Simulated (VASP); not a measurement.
# Bi2Te3 in VASP: a series of runs, part 2 of 4

VASP 6.6.1. Earlier steps stand in the parts before.

### Step 3. Electric field gradients, PBEsol

File INCAR:

```
SYSTEM = Bi2Te3
PREC     = Accurate       ! precision mode
ENCUT    = 520            ! plane-wave cutoff, eV
EDIFF    = 1E-8           ! SCF threshold, eV
ISMEAR   = -1             ! smearing method
SIGMA    = 0.08           ! smearing width, eV
LREAL    = .FALSE.        ! projectors in reciprocal space
LASPH    = .TRUE.         ! aspherical terms in the spheres
NELM     = 60             ! most SCF steps
ALGO     = Normal         ! electronic algorithm
ISIF     = 2              ! what is computed and relaxed
LWAVE    = .FALSE.        ! write WAVECAR
LCHARG   = .FALSE.        ! write CHGCAR
GGA      = PS             ! functional
LEFG     = .TRUE.       
NBANDS   = 32             ! bands
```

File KPOINTS:

```
Automatic mesh
0
G
  7 7 7
  0 0 0
```

File POSCAR:

```
Bi2Te3
1.0
    2.1930005584      1.2661294627     10.1656700000
   -2.1930005584      1.2661294627     10.1656700000
    0.0000000000     -2.5322589254     10.1656700000
Bi Te
2 3
Direct
    0.4000000000      0.4000000000      0.4000000000
    0.6000000000      0.6000000000      0.6000000000
    0.0000000000      0.0000000000      0.0000000000
    0.2095000000      0.2095000000      0.2095000000
    0.7905000000      0.7905000000      0.7905000000
```

Potentials or basis: VASP PAW PBE potentials, release 64 (Bi_d, Te).

Run with:

```console
> cat potpaw_PBE.64/Bi_d/POTCAR potpaw_PBE.64/Te/POTCAR > POTCAR
> mpirun -np 1 vasp_std > vasp.out
```

OUTCAR:

```text
SYSTEM = Bi2Te3
   PREC = Accurate
   ENCUT = 520
   EDIFF = 1E-8
   ISMEAR = -1
   LREAL = .FALSE.
   LASPH = .TRUE.
   NELM = 60
   ISIF = 2
   GGA = PS

 ion  position               nearest neighbor table
   1  0.400  0.400  0.400-   5 3.07   5 3.07   5 3.07   3 3.25   3 3.25   3 3.25
   2  0.600  0.600  0.600-   4 3.07   4 3.07   4 3.07   3 3.25   3 3.25   3 3.25
   3  0.000  0.000  0.000-   2 3.25   1 3.25   2 3.25   2 3.25   1 3.25   1 3.25
   4  0.209  0.209  0.209-   2 3.07   2 3.07   2 3.07   5 3.64   5 3.64   5 3.64
   5  0.791  0.791  0.791-   1 3.07   1 3.07   1 3.07   4 3.64   4 3.64   4 3.64

  LATTYP: Found a trigonal (rhomboedric) cell.
 ALAT       =    10.4763152785
 COS(alpha) =     0.9123624232

  Lattice vectors:

 A1 = (   2.1930005584,   1.2661294627,  10.1656700000)
 A2 = (  -2.1930005584,   1.2661294627,  10.1656700000)
 A3 = (   0.0000000000,  -2.5322589254,  10.1656700000)

Analysis of symmetry for initial positions (statically):
=====================================================================
 Subroutine PRICEL returns:
 Original cell was already a primitive cell.

 Routine SETGRP: Setting up the symmetry group for a
 trigonal (rhombohedral) supercell.

 Subroutine GETGRP returns: Found 12 space group operations
 (whereof 12 operations were pure point group operations)
 out of a pool of 12 trial point group operations.

The static configuration has the point symmetry D_3d.

Analysis of symmetry for dynamics (positions and initial velocities):
=====================================================================
[... 1018 lines left out ...]
  -------------------------------------------------------------------------------------
  Total       -0.5085313     -0.5085313     -0.8304503      0.0000000      0.0000000      0.0000000
  in kB       -4.8108755     -4.8108755     -7.8563369      0.0000000      0.0000000      0.0000000
  external PRESSURE =      -5.8260293 kB  Pullay stress =       0.0000000 kB

 VOLUME and BASIS-vectors are now :
 -----------------------------------------------------------------------------
  energy-cutoff  :      520.00
  volume of cell :      169.36
      direct lattice vectors                 reciprocal lattice vectors
     2.193000558  1.266129463 10.165670000     0.227998118  0.131634775  0.032790100
    -2.193000558  1.266129463 10.165670000    -0.227998118  0.131634775  0.032790100
     0.000000000 -2.532258925 10.165670000     0.000000000 -0.263269550  0.032790100

 POSITION                                       TOTAL-FORCE (eV/Angst)
 -----------------------------------------------------------------------------------
      0.00000      0.00000     12.19880         0.000000     -0.000000      0.034643
      0.00000      0.00000     18.29821         0.000000     -0.000000     -0.034643
      0.00000      0.00000      0.00000         0.000000     -0.000000      0.000000
      0.00000      0.00000      6.38912         0.000000      0.000000      0.096674
      0.00000      0.00000     24.10789         0.000000     -0.000000     -0.096674
 -----------------------------------------------------------------------------------
    total drift:                               -0.000000     -0.000000     -0.000000

  FREE ENERGIE OF THE ION-ELECTRON SYSTEM (eV)
  ---------------------------------------------------
  free  energy   TOTEN  =       -20.2932690685 eV

  energy  without entropy=      -20.2915873000  energy(sigma->0) =      -20.29242818

 Electric field gradients (V/A^2)
---------------------------------------------------------------------
 ion       V_xx      V_yy      V_zz      V_xy      V_xz      V_yz
---------------------------------------------------------------------
   1     -13.178   -13.178    26.357     0.000     0.000     0.000
   2     -13.178   -13.178    26.357     0.000    -0.000     0.000
   3     -46.306   -46.306    92.612    -0.000    -0.000     0.000
   4      -5.728    -5.728    11.456    -0.000    -0.000     0.000
   5      -5.728    -5.728    11.456    -0.000    -0.000     0.000
---------------------------------------------------------------------

 Electric field gradients after diagonalization (V/A^2)
 (convention: |V_zz| > |V_xx| > |V_yy|)
----------------------------------------------------------------------
 ion       V_xx      V_yy      V_zz     asymmetry (V_yy - V_xx)/ V_zz
----------------------------------------------------------------------
   1     -13.178   -13.178    26.357       0.000
   2     -13.178   -13.178    26.357       0.000
   3     -46.306   -46.306    92.612       0.000
   4      -5.728    -5.728    11.456       0.000
   5      -5.728    -5.728    11.456       0.000
----------------------------------------------------------------------

           NMR quadrupolar parameters

 Cq : quadrupolar parameter    Cq=e*Q*V_zz/h
 eta: asymmetry parameters     (V_yy - V_xx)/ V_zz
 Q  : nuclear electric quadrupole moment in mb (millibarn)
----------------------------------------------------------------------
 ion       Cq(MHz)       eta       Q (mb)
----------------------------------------------------------------------
   1       0.064       0.000       1.000
   2       0.064       0.000       1.000
   3       0.224       0.000       1.000
   4       0.028       0.000       1.000
   5       0.028       0.000       1.000
----------------------------------------------------------------------
```

It took 20 min on 1 thread of Intel Xeon Platinum 8259CL at 2.50GHz (Skylake/Cascade Lake), shared host; peak memory 1 GiB.

What came out:

- Free energy: -20.2933 eV
- Pressure: -0.6 GPa
- Largest force: 0.097 eV/Å
- Band gap on the k mesh: 0.23 eV
- Largest electric field gradient by atom: Bi +26.4; Te +92.6, +11.5 (each value once) V/Å²

Forces on the atoms (eV/Å):
```
Bi   0.000  0.000  0.035
Bi   0.000  0.000 -0.035
Te   0.000  0.000  0.000
Te   0.000  0.000  0.097
Te   0.000  0.000 -0.097
```

Electric field gradients, principal values (V/Å²):
```tsv
atom	least	middle	greatest (by size)
1 Bi	-13.178	-13.178	26.357
2 Bi	-13.178	-13.178	26.357
3 Te	-46.306	-46.306	92.612
4 Te	-5.728	-5.728	11.456
5 Te	-5.728	-5.728	11.456
```

Caveat: without QUAD_EFG the Cq values of the log hold for a quadrupole moment of 1 mb, not for the nuclei; the PAW data sets were made with another functional, which shifts forces and pressure a little; spin-orbit coupling is left out, which moves the levels of the heavy elements.

### Step 4. Electric field gradients, PBEsol (35.23 Å³/atom)

This run uses another cell than the first one, of 35.23 Å³/atom.

File INCAR:

```
  PREC = Accurate
  ENCUT = 520
  EDIFF = 1E-8
  ISMEAR = -1
  SIGMA = 0.08
  LREAL = False
  LASPH = True
  NELM = 60
  ALGO = Normal
  ISIF = 2
  LWAVE = False
  LCHARG = False
  GGA = PS
  LEFG = True
  NBANDS = 32
```

File KPOINTS:

```
Automatic mesh
0
Gamma
  7 7 7
```

POSCAR: that of step 3 with these lines changed.

```diff
@@ -2,5 +2,5 @@
 1.0
-    2.1930005584      1.2661294627     10.1656700000
-   -2.1930005584      1.2661294627     10.1656700000
-    0.0000000000     -2.5322589254     10.1656700000
+    2.2218591383      1.2827909716     10.2994441566
+   -2.2218591383      1.2827909716     10.2994441566
+    0.0000000000     -2.5655819432     10.2994441566
 Bi Te
```

Potentials or basis: VASP PAW PBE potentials, release 64 (Bi_d, Te).

Run with:

```console
> cat potpaw_PBE.64/Bi_d/POTCAR potpaw_PBE.64/Te/POTCAR > POTCAR
> mpirun -np 1 vasp_std > vasp.out
```

OUTCAR:

```text
PREC = Accurate
   ENCUT = 520
   EDIFF = 1E-8
   ISMEAR = -1
   LREAL = False
   LASPH = True
   NELM = 60
   ISIF = 2
   GGA = PS

 ion  position               nearest neighbor table
   1  0.400  0.400  0.400-   5 3.11   5 3.11   5 3.11   3 3.29   3 3.29   3 3.29
   2  0.600  0.600  0.600-   4 3.11   4 3.11   4 3.11   3 3.29   3 3.29   3 3.29
   3  0.000  0.000  0.000-   2 3.29   2 3.29   1 3.29   1 3.29   2 3.29   1 3.29
   4  0.209  0.209  0.209-   2 3.11   2 3.11   2 3.11
   5  0.791  0.791  0.791-   1 3.11   1 3.11   1 3.11

  LATTYP: Found a trigonal (rhomboedric) cell.
 ALAT       =    10.6141773418
 COS(alpha) =     0.9123624232

  Lattice vectors:

 A1 = (   2.2218591383,   1.2827909716,  10.2994441566)
 A2 = (  -2.2218591383,   1.2827909716,  10.2994441566)
 A3 = (   0.0000000000,  -2.5655819432,  10.2994441566)

Analysis of symmetry for initial positions (statically):
=====================================================================
 Subroutine PRICEL returns:
 Original cell was already a primitive cell.

 Routine SETGRP: Setting up the symmetry group for a
[... 1047 lines left out ...]
      0.00000      0.00000     24.42513         0.000000     -0.000000     -0.326693
 -----------------------------------------------------------------------------------
    total drift:                               -0.000000     -0.000000     -0.000000

  FREE ENERGIE OF THE ION-ELECTRON SYSTEM (eV)
  ---------------------------------------------------
  free  energy   TOTEN  =       -20.2300319451 eV

  energy  without entropy=      -20.2283298066  energy(sigma->0) =      -20.22918088

 Electric field gradients (V/A^2)
---------------------------------------------------------------------
 ion       V_xx      V_yy      V_zz      V_xy      V_xz      V_yz
---------------------------------------------------------------------
   1     -12.794   -12.794    25.587     0.000     0.000    -0.000
   2     -12.794   -12.794    25.587     0.000    -0.000    -0.000
   3     -46.261   -46.261    92.522    -0.000     0.000     0.000
   4      -6.407    -6.407    12.814    -0.000    -0.000    -0.000
   5      -6.407    -6.407    12.814    -0.000    -0.000    -0.000
---------------------------------------------------------------------

 Electric field gradients after diagonalization (V/A^2)
 (convention: |V_zz| > |V_xx| > |V_yy|)
----------------------------------------------------------------------
 ion       V_xx      V_yy      V_zz     asymmetry (V_yy - V_xx)/ V_zz
----------------------------------------------------------------------
   1     -12.794   -12.794    25.587       0.000
   2     -12.794   -12.794    25.587       0.000
   3     -46.261   -46.261    92.522       0.000
   4      -6.407    -6.407    12.814       0.000
   5      -6.407    -6.407    12.814       0.000
----------------------------------------------------------------------

           NMR quadrupolar parameters

 Cq : quadrupolar parameter    Cq=e*Q*V_zz/h
 eta: asymmetry parameters     (V_yy - V_xx)/ V_zz
 Q  : nuclear electric quadrupole moment in mb (millibarn)
----------------------------------------------------------------------
 ion       Cq(MHz)       eta       Q (mb)
----------------------------------------------------------------------
   1       0.062       0.000       1.000
   2       0.062       0.000       1.000
   3       0.224       0.000       1.000
   4       0.031       0.000       1.000
   5       0.031       0.000       1.000
----------------------------------------------------------------------
```

OSZICAR:

```text
N       E                     dE             d eps       ncg     rms          rms(c)
DAV:   1     0.426464779622E+03    0.42646E+03   -0.21466E+04  2816   0.143E+03
DAV:   2     0.255833925878E+02   -0.40088E+03   -0.38573E+03  2904   0.371E+02
DAV:   3    -0.185942417072E+02   -0.44178E+02   -0.42085E+02  3608   0.136E+02
DAV:   4    -0.204474240831E+02   -0.18532E+01   -0.18460E+01  3152   0.296E+01
DAV:   5    -0.205321204726E+02   -0.84696E-01   -0.84686E-01  4192   0.632E+00    0.722E+00
DAV:   6    -0.202295001124E+02    0.30262E+00   -0.36779E-01  3776   0.486E+00    0.529E+00
DAV:   7    -0.202303129297E+02   -0.81282E-03   -0.19566E-01  3568   0.194E+00    0.126E+00
DAV:   8    -0.202302615900E+02    0.51340E-04   -0.26373E-02  3144   0.904E-01    0.515E-01
DAV:   9    -0.202298984433E+02    0.36315E-03   -0.22024E-03  3528   0.346E-01    0.292E-01
DAV:  10    -0.202300236170E+02   -0.12517E-03   -0.77843E-04  3096   0.149E-01    0.505E-02
DAV:  11    -0.202300299319E+02   -0.63148E-05   -0.38758E-05  3352   0.391E-02    0.262E-02
DAV:  12    -0.202300321512E+02   -0.22193E-05   -0.14485E-05  3896   0.188E-02    0.153E-02
DAV:  13    -0.202300321539E+02   -0.27585E-08   -0.15005E-06  3304   0.799E-03    0.189E-03
DAV:  14    -0.202300320857E+02    0.68237E-07   -0.31715E-07  3048   0.299E-03    0.204E-03
DAV:  15    -0.202300319267E+02    0.15902E-06   -0.66678E-08  2752   0.179E-03    0.114E-03
DAV:  16    -0.202300319408E+02   -0.14142E-07   -0.81192E-09  2008   0.636E-04    0.136E-04
DAV:  17    -0.202300319451E+02   -0.43092E-08   -0.32288E-09  1528   0.412E-04
   1 F= -.20230032E+02 E0= -.20229181E+02  d E =-.170214E-02
```

It took 14 min on 1 thread of Intel Xeon 6975P-C (Granite Rapids), shared host; peak memory 1 GiB.

What came out:

| Item | Value |
| --- | --- |
| Free energy | -20.2300 eV |
| Pressure | -2.4 GPa |
| Largest force | 0.327 eV/Å |
| Band gap on the k mesh | 0.25 eV |
| Largest electric field gradient by atom | Bi +25.6; Te +92.5, +12.8 (each value once) V/Å² |

Forces on the atoms (eV/Å):
```
Bi   0.000  0.000  0.128
Bi   0.000  0.000 -0.128
Te   0.000  0.000  0.000
Te   0.000  0.000  0.327
Te   0.000  0.000 -0.327
```

Electric field gradients, principal values (V/Å²):
| atom | least | middle | greatest (by size) |
| --- | --- | --- | --- |
| 1 Bi | -12.794 | -12.794 | 25.587 |
| 2 Bi | -12.794 | -12.794 | 25.587 |
| 3 Te | -46.261 | -46.261 | 92.522 |
| 4 Te | -6.407 | -6.407 | 12.814 |
| 5 Te | -6.407 | -6.407 | 12.814 |

Caveat: without QUAD_EFG the Cq values of the log hold for a quadrupole moment of 1 mb, not for the nuclei; the PAW data sets were made with another functional, which shifts forces and pressure a little; spin-orbit coupling is left out, which moves the levels of the heavy elements.

(Part 2 of 4 ends here.)
